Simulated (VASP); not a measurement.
# Zn (C2/m) in VASP: single point with r2SCAN

Aim: the single point of Zn with r2SCAN.

All numbers are computed with VASP 6.6.1; they aren't measurements. Logs are shortened: lines on timing, memory, paths and dates and some standing lists are left out, and cuts for length are marked.

## 1. The cell of the first run

It takes space group C2/m (No. 12, monoclinic). Conventional cell: a = 4.581 Å, b = 2.643 Å, c = 7.546 Å, α = 90.00°, β = 102.30°, γ = 90.00°. Within 3.5 Å of Zn (site symmetry m) lie 12 Zn at 2.64 to 2.92 Å. Within 3.5 Å of Zn (site symmetry 2/m) lie 12 Zn at 2.64 to 2.92 Å.

## 2. Single point, r2SCAN

Input file POSCAR:

```
Zn
1.0
    2.2906287646     -1.3214431695      0.0000000000
    2.2906287646      1.3214431695      0.0000000000
   -1.6074771372      0.0000000000      7.3726941622
Zn
3
Direct
    0.7780178600      0.7780178600      0.3345049800
    0.2219821400      0.2219821400      0.6654950200
    0.0000000000      0.0000000000      0.0000000000
```

Input file INCAR.step1:

```
SYSTEM = Zn
  PREC = Accurate
  ENCUT = 520
  ISMEAR = -1
  SIGMA = 0.05
  LREAL = .FALSE.
  LASPH = .TRUE.
  NELM = 80
  NBANDS = 25
  GGA = PE
  ALGO = Normal
  EDIFF = 1E-4
  LWAVE = .TRUE.
  LCHARG = .FALSE.
```

Input file INCAR.step2:

```
SYSTEM = Zn
  PREC = Accurate
  ENCUT = 520
  EDIFF = 1E-6
  ISMEAR = -1
  SIGMA = 0.05
  LREAL = .FALSE.
  LASPH = .TRUE.
  NELM = 80
  ALGO = Normal
  ISIF = 2
  LWAVE = .FALSE.
  LCHARG = .FALSE.
  METAGGA = R2SCAN
  LMIXTAU = .TRUE.
  NBANDS = 25
  ISTART = 1
```

Input file KPOINTS:

```
regular mesh
0
G
  18 18 6
  0 0 0
```

Potentials or basis: VASP PAW PBE potentials, release 64 (Zn).

The run is started by

```
cat potpaw_PBE.64/Zn/POTCAR > POTCAR
cp INCAR.step1 INCAR
mpirun -np 1 vasp_std > vasp.out
cp INCAR.step2 INCAR
mpirun -np 1 vasp_std > vasp.out
```

OUTCAR:

```text
SYSTEM = Zn
   PREC = Accurate
   ENCUT = 520
   EDIFF = 1E-6
   ISMEAR = -1
   LREAL = .FALSE.
   LASPH = .TRUE.
   NELM = 80
   ISIF = 2
   METAGGA = R2SCAN
   ISTART = 1

 ion  position               nearest neighbor table
   1  0.778  0.778  0.335-   2 2.87   2 2.89   2 2.89   3 2.89   3 2.89   3 2.92
   2  0.222  0.222  0.665-   1 2.87   1 2.89   1 2.89   3 2.89   3 2.89   3 2.92
   3  0.000  0.000  0.000-   1 2.89   1 2.89   2 2.89   2 2.89   1 2.92   2 2.92

  LATTYP: Found a base centered monoclinic cell.
 ALAT       =     4.5812575292
 B/A-ratio  =     0.5768910222
 C/A-ratio  =     1.6471240986
 COS(beta)  =    -0.2130265715

  Lattice vectors:

 A1 = (   2.2906287646,  -1.3214431695,   0.0000000000)
 A2 = (   2.2906287646,   1.3214431695,   0.0000000000)
 A3 = (  -1.6074771372,   0.0000000000,   7.3726941622)

Analysis of symmetry for initial positions (statically):
=====================================================================
 Subroutine PRICEL returns:
 Original cell was already a primitive cell.

 Routine SETGRP: Setting up the symmetry group for a
 base centered monoclinic supercell.

 Subroutine GETGRP returns: Found  4 space group operations
 (whereof  4 operations were pure point group operations)
 out of a pool of  4 trial point group operations.

The static configuration has the point symmetry C_2h.

Analysis of symmetry for dynamics (positions and initial velocities):
=====================================================================
 Subroutine PRICEL returns:
 Original cell was already a primitive cell.

 Routine SETGRP: Setting up the symmetry group for a
 base centered monoclinic supercell.

 Subroutine GETGRP returns: Found  4 space group operations
 (whereof  4 operations were pure point group operations)
 out of a pool of  4 trial point group operations.

The dynamic configuration has the point symmetry C_2h.

 Subroutine INISYM returns: Found  4 space group operations
 (whereof  4 operations are pure point group operations),
 and found     1 'primitive' translations

----------------------------------------------------------------------------------------

                                     Primitive cell

  volume of cell :      44.6333

  direct lattice vectors                    reciprocal lattice vectors
     2.290628765 -1.321443169  0.000000000     0.218280678 -0.378374198  0.047591992
     2.290628765  1.321443169  0.000000000     0.218280678  0.378374198  0.047591992
    -1.607477137  0.000000000  7.372694162     0.000000000  0.000000000  0.135635628

  length of vectors
     2.644464442  2.644464442  7.545899678     0.439406971  0.439406971  0.135635628

  position of ions in fractional coordinates (direct lattice)
     0.778017860  0.778017860  0.334504980
     0.221982140  0.221982140  0.665495020
     0.000000000  0.000000000  0.000000000

  ion indices of the primitive-cell ions
   primitive index   ion index
                 1           1
                 2           2
                 3           3

----------------------------------------------------------------------------------------

 KPOINTS: regular mesh

Automatic generation of k-mesh.
 Grid dimensions read from file:
 generate k-points for:   18   18    6

 Generating k-lattice:

  Cartesian coordinates                     Fractional coordinates (reciprocal lattice)
     0.012126704 -0.021020789  0.002644000     0.055555556  0.000000000 -0.000000000
     0.012126704  0.021020789  0.002644000     0.000000000  0.055555556 -0.000000000
     0.000000000  0.000000000  0.022605938     0.000000000  0.000000000  0.166666667

  Length of vectors
     0.024411498  0.024411498  0.022605938

  Shift w.r.t. Gamma in fractional coordinates (k-lattice)
     0.000000000  0.000000000  0.000000000

 Subroutine IBZKPT returns following result:
 ===========================================

 Found    524 irreducible k-points:

 Following reciprocal coordinates:
            Coordinates               Weight
  0.000000  0.000000  0.000000      1.000000
  0.055556  0.000000 -0.000000      4.000000
  0.111111  0.000000 -0.000000      4.000000
  0.166667 -0.000000 -0.000000      4.000000
  0.222222  0.000000 -0.000000      4.000000
  0.277778  0.000000  0.000000      4.000000
[... 16 lines left out ...]
 -0.277778  0.055556  0.000000      4.000000
 -0.222222  0.055556  0.000000      4.000000
 [... further k-points ...]
   k-points           NKPTS =    524   k-points in BZ     NKDIM =    524   number of bands    NBANDS=     25
   number of dos      NEDOS =    301   number of ions     NIONS =      3
   total plane-waves  NPLWV =  22400
   dimension x,y,z NGX =    20 NGY =   20 NGZ =   56
   dimension x,y,z NGXF=    40 NGYF=   40 NGZF=  112
   ions per type =               3
   NGX,Y,Z   is equivalent  to a cutoff of  12.57, 12.57, 12.34 a.u.
   NGXF,Y,Z  is equivalent  to a cutoff of  25.15, 25.15, 24.68 a.u.
 SYSTEM =  Zn
   PREC   = accura    normal or accurate (medium, high low for compatibility)
   ISTART =      1    job   : 0-new  1-cont  2-samecut
   ICHARG =      0    charge: 1-file 2-atom 10-const
   ISPIN  =      1    spin polarized calculation?
   LNONCOLLINEAR =      F non collinear calculations
   LSORBIT =      F    spin-orbit coupling
   LASPH  =      T    aspherical Exc in radial PAW
   ENCUT  =  520.0 eV  38.22 Ry    6.18 a.u.   4.92  4.92 14.03*2*pi/ulx,y,z
   NELM   =     80;   NELMIN=  2; NELMDL=  0     # of ELM steps
   EDIFF  = 0.1E-05   stopping-criterion for ELM
   LREAL  =      F    real-space projection
   EDIFFG = 0.1E-04   stopping-criterion for IOM
   NSW    =      0    number of steps for IOM
   IBRION =     -1    ionic relax: 0-MD 1-quasi-New 2-CG
   NFREE  =      0    steps in history (QN), initial steepest desc. (CG)
   ISIF   =      2    stress and relaxation
   ISYM   =      2    0-nonsym 1-usesym 2-fastsym
   POTIM  = 0.5000    time-step for ionic-motion
   TEBEG  =    0.0;   TEEND  =   0.0 temperature during run
   PSTRESS=    0.0 pullay stress
   NELECT =      36.0000    total number of electrons
   NUPDOWN=      -1.0000    fix difference up-down
   EMIN   =  10.00;   EMAX   =-10.00  energy-range for DOS
   EFERMI =   0.00;   METHOD = LEGACY
   ISMEAR =    -1;   SIGMA  =   0.05  broadening in eV -4-tet -1-fermi 0-gaus
   EFERMI_NEDOS =   21; number of points for ismear=-14 and -15
   IALGO  =     38    algorithm
   IMIX   =      4    mixing-type and parameters
     AMIX     =   0.40;   BMIX     =  1.00
     AMIX_MAG =   1.60;   BMIX_MAG =  1.00
  volume/ion in A,a.u.               =      14.88       100.40
  Fermi-wavevector in a.u.,A,eV,Ry     =   1.523898  2.879749 31.596329  2.322265
  Thomas-Fermi vector in A             =   2.632278
   LORBIT       =      0    0 simple, 1 ext, 2 COOP (PROOUT), +10 PAW based schemes
   METAGGA = R2SCAN    functional components
   LHFCALC =     F    Hartree Fock is set to
   AEXX    =    0.0000 exact exchange contribution
   IVDW    =     0    specifies the selected vdW correction
   LEPSILON=     F    determine dielectric tensor
   LRPA    =     F    only Hartree local field effects (RPA)
 non-spin polarized calculation
  energy-cutoff  :      520.00
  volume of cell :       44.63
 maximum number of plane-waves:      1228
   NGX =  9   NGY =  9   NGZ = 29

 number of electron      35.9999970 magnetization

 Free energy of the ion-electron system (eV)
  ---------------------------------------------------
  ext. energy  EPLUGINS =         0.00000000
  ---------------------------------------------------
  free energy    TOTEN  =       -26.66520302 eV

  energy without entropy =      -26.65943256  energy(sigma->0) =      -26.66231779

 E-fermi :   3.1990     XC(G=0): -12.7630

 val. band max:        3.1947182015   @ k =   0.1667  -0.0000   0.1667
 cond. band min:       3.2036565497   @ k =  -0.0556   0.5000   0.3333
 fundamental gap:      0.0089383482
 Fermi energy:         3.1989690683

 k-point     1 :       0.0000    0.0000    0.0000
  band No.  band energies     occupation
      1      -7.9095      2.00000
      2      -6.0976      2.00000
      3      -6.0914      2.00000
      4      -5.1621      2.00000
      5      -4.9141      2.00000
      6      -4.9123      2.00000
[... 17 lines left out ...]
     24      22.4604      0.00000
     25      22.6578      0.00000

 k-point     2 :       0.0556    0.0000   -0.0000
  band No.  band energies     occupation
      1      -7.8106      2.00000
      2      -6.0535      2.00000
      3      -6.0160      2.00000
      4      -5.1508      2.00000
      5      -4.9273      2.00000
      6      -4.9138      2.00000
[... 17 lines left out ...]
     24      21.2737      0.00000
     25      21.4002      0.00000

 k-point     3 :       0.1111    0.0000   -0.0000
  band No.  band energies     occupation
      1      -7.5178      2.00000
      2      -5.8994      2.00000
      3      -5.8410      2.00000
      4      -5.1228      2.00000
      5      -4.9672      2.00000
      6      -4.9450      2.00000
[... 17 lines left out ...]
     24      19.8812      0.00000
     25      20.6765      0.00000

 k-point     4 :       0.1667   -0.0000   -0.0000
  band No.  band energies     occupation
      1      -7.0461      2.00000
      2      -5.6830      2.00000
      3      -5.6242      2.00000
      4      -5.0985      2.00000
      5      -5.0322      2.00000
      6      -4.9949      2.00000
[... 17 lines left out ...]
     24      18.6002      0.00000
     25      18.9965      0.00000
[... 477 lines left out ...]
 k-point    22 :      -0.3333    0.0556   -0.0000
  band No.  band energies     occupation
      1      -5.6336      2.00000
      2      -5.5753      2.00000
      3      -5.5246      2.00000
      4      -5.3507      2.00000
      5      -5.2907      2.00000
      6      -4.9803      2.00000
[... 17 lines left out ...]
     24      14.2764      0.00000
     25      14.5464      0.00000

 k-point    23 :      -0.2778    0.0556    0.0000
  band No.  band energies     occupation
      1      -5.7052      2.00000
      2      -5.5066      2.00000
      3      -5.4533      2.00000
      4      -5.2875      2.00000
      5      -5.2230      2.00000
      6      -4.9725      2.00000
[... 17 lines left out ...]
     24      14.8638      0.00000
     25      15.3358      0.00000

 k-point    24 :      -0.2222    0.0556    0.0000
  band No.  band energies     occupation
      1      -6.0901      2.00000
      2      -5.4631      2.00000
      3      -5.4117      2.00000
      4      -5.2015      2.00000
      5      -5.1434      2.00000
      6      -5.0224      2.00000
[... 17 lines left out ...]
     24      15.6712      0.00000
     25      16.2188      0.00000

 [... further k-points ...]

------------------------ aborting loop because EDIFF is reached ----------------------------------------

  FORCE on cell =-STRESS in cart. coord.  units (eV):
  Direction    XX          YY          ZZ          XY          YZ          ZX
  --------------------------------------------------------------------------------------
  -------------------------------------------------------------------------------------
  Total       -0.9002373     -1.0062268      0.0531484      0.0000000      0.0000000      0.0144641
  in kB      -32.3152973    -36.1199432      1.9078361      0.0000000      0.0000000      0.5192091
  external PRESSURE =     -22.1758015 kB  Pullay stress =       0.0000000 kB

 VOLUME and BASIS-vectors are now :
 -----------------------------------------------------------------------------
  energy-cutoff  :      520.00
  volume of cell :       44.63
      direct lattice vectors                 reciprocal lattice vectors
     2.290628765 -1.321443169  0.000000000     0.218280678 -0.378374198  0.047591992
     2.290628765  1.321443169  0.000000000     0.218280678  0.378374198  0.047591992
    -1.607477137  0.000000000  7.372694162     0.000000000  0.000000000  0.135635628

 POSITION                                       TOTAL-FORCE (eV/Angst)
 -----------------------------------------------------------------------------------
      3.02659      0.00000      2.46620        -0.016325      0.000000      0.016679
     -0.05281      0.00000      4.90649         0.016325      0.000000     -0.016679
      0.00000      0.00000      0.00000         0.000000      0.000000      0.000000
 -----------------------------------------------------------------------------------
    total drift:                                0.000000     -0.000000      0.000000

  FREE ENERGIE OF THE ION-ELECTRON SYSTEM (eV)
  ---------------------------------------------------
  free  energy   TOTEN  =       -26.6652030153 eV

  energy  without entropy=      -26.6594325623  energy(sigma->0) =      -26.66231779
```

Wall time 35 min (1 thread of Oxide Virtual Turin-like, shared host); peak memory 0.48 GiB.

Results:

```
Free energy            : -26.6652 eV
Pressure               : -2.2 GPa
Largest force          : 0.023 eV/Å
Band gap on the k mesh : zero (bands 18 and 19 overlap by 4.88 eV)
```

Forces in eV/Å, atoms in the order of the input:
```
Zn  -0.016  0.000  0.017
Zn   0.016  0.000 -0.017
Zn   0.000  0.000  0.000
```

Caveat: the PAW data sets were made with another functional, which shifts forces and pressure a little.
